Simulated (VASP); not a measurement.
Write the native input for VASP 6.6.1 that does the following.

```yaml
Task: density of states
Functional: PBE
Potentials_or_basis: VASP PAW PBE potentials, release 64 (Br)
Cutoff: 520 eV
k_mesh: 16 × 16 × 16
Occupations: fermi-dirac, width 0.08 eV
Spin: no spin polarisation
Dipole_correction: no
k_mesh_for_the_DOS: 24 × 24 × 24
Occupations_for_the_DOS: tetrahedron
Further_INCAR_settings: ALGO = Normal; EDIFF = 1e-06; NBANDS = 10
```

Br:

```
Br
1.0
    -1.38961    1.38961    1.38961
     1.38961   -1.38961    1.38961
     1.38961    1.38961   -1.38961
Br
1
Direct
  0.00000 0.00000 0.00000
```

This cell differs from its parent crystal: volume scaled by 0.4.

These files were run (other wordings do the same):

POSCAR

```
Br
1.0
   -1.3896060500      1.3896060500      1.3896060500
    1.3896060500     -1.3896060500      1.3896060500
    1.3896060500      1.3896060500     -1.3896060500
Br
1
Direct
    0.0000000000      0.0000000000      0.0000000000
```

INCAR.step1

```
SYSTEM = Br
PREC = Accurate
ENCUT = 520
EDIFF = 1E-6
ISMEAR = -1
SIGMA = 0.08
LREAL = .FALSE.
LASPH = .TRUE.
NELM = 100
ALGO = Normal
ISIF = 2
LWAVE = .FALSE.
LCHARG = .TRUE.
GGA = PE
NBANDS = 10
```

KPOINTS.step1

```
Automatic mesh
0
G
  16 16 16
  0 0 0
```

INCAR.step2

```
SYSTEM = Br
PREC = Accurate
ENCUT = 520
EDIFF = 1E-6
ISMEAR = -5
SIGMA = 0.08
LREAL = .FALSE.
LASPH = .TRUE.
NELM = 100
ALGO = Normal
ISIF = 2
LWAVE = .FALSE.
LCHARG = .FALSE.
GGA = PE
LORBIT = 10
NBANDS = 10
NEDOS = 1001
ICHARG = 11
```

KPOINTS.step2

```
Automatic mesh
0
G
  24 24 24
  0 0 0
```

Potentials or basis: VASP PAW PBE potentials, release 64 (Br).

Launch:

```console
$ cat potpaw_PBE.64/Br/POTCAR > POTCAR
$ cp INCAR.step1 INCAR
$ cp KPOINTS.step1 KPOINTS
$ mpirun -np 1 vasp_std > vasp.out
$ cp INCAR.step2 INCAR
$ cp KPOINTS.step2 KPOINTS
$ mpirun -np 1 vasp_std > vasp.out
```

Results of the run:

```json
{"Valence electrons inside the program's atomic spheres": "Br 5.33"}
```

Caveat: an odd number of electrons without spin polarisation forces a metal; a magnetic or distorted state may lie lower.

Wall time 31 s on 1 thread of AMD EPYC 7R43 64-Core Processor (Zen 3), on a shared host, peak memory 0.14 GiB.
